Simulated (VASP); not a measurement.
**SnSe2: single point with PBE**

The system is SnSe2.

```
Sn Se
1.0
     3.92982    0.00000    0.00000
    -1.96491    3.40333    0.00000
     0.00000    0.00000    6.98802
Sn Se
1 2
Direct
  0.00000 0.00000 0.00000
  0.33333 0.66667 0.22815
  0.66667 0.33333 0.77185
```

This cell differs from its parent crystal: strain +0.0150 x Voigt [1, 1, 0, 0, 0, 0].

- Program: VASP 6.6.1
- Task: single point
- Functional: PBE
- Potentials or basis: VASP PAW PBE potentials, release 64 (Sn_d, Se)
- Cutoff: 520 eV
- k mesh: 12 × 12 × 4
- Occupations: gaussian, width 0.05 eV
- Spin: no spin polarisation
- Dipole correction: no
- Further INCAR settings: ALGO = Normal; EDIFF = 1e-07; NBANDS = 20

```
Pressure               : -1.4 GPa
Largest force          : 0.140 eV/Å
Band gap on the k mesh : 0.71 eV (least direct gap 1.06 eV)
```

Forces on the atoms (eV/Å):
```
Sn   0.000  0.000  0.000
Se   0.000  0.000 -0.140
Se   0.000  0.000  0.140
```

Stress tensor (GPa, compression positive):
```
-1.73  0.00  0.00
 0.00 -1.73  0.00
 0.00  0.00 -0.82
```

Levels at points of the mesh, in eV from the valence-band top:
```csv
k point,band 9,band 10,band 11,band 12,band 13,band 14,band 15,band 16,band 17,band 18
"(0.00, 0.00, 0.00)",-0.47,-0.47,-0.38,-0.13,-0.13,0.96,3.00,4.51,4.51,7.24
"(0.50, 0.00, 0.00)",-3.95,-2.22,-2.11,-0.68,-0.24,0.92,3.88,5.50,5.78,6.26
"(0.00, 0.00, 0.50)",-1.33,-0.49,-0.49,-0.09,-0.09,1.83,2.91,4.43,4.43,7.76
"(0.50, 0.00, 0.50)",-4.08,-2.06,-1.89,-0.53,-0.35,0.71,4.21,4.99,5.79,5.87
```

Wall time 50 s on 1 thread of Intel(R) Xeon(R) 6975P-C (Granite Rapids), with other jobs on the host, peak memory 0.28 GiB.

Caveat: the cell differs from its parent crystal (strain +0.0150 x Voigt [1, 1, 0, 0, 0, 0]); semilocal functionals underestimate gaps, and a narrow one can read as zero; spin-orbit coupling is left out, which moves the levels of the heavy elements; this functional lacks dispersion, which binds layers or chains, so the pressure and a relaxed spacing across them are unreliable. A k mesh can miss the band edges.
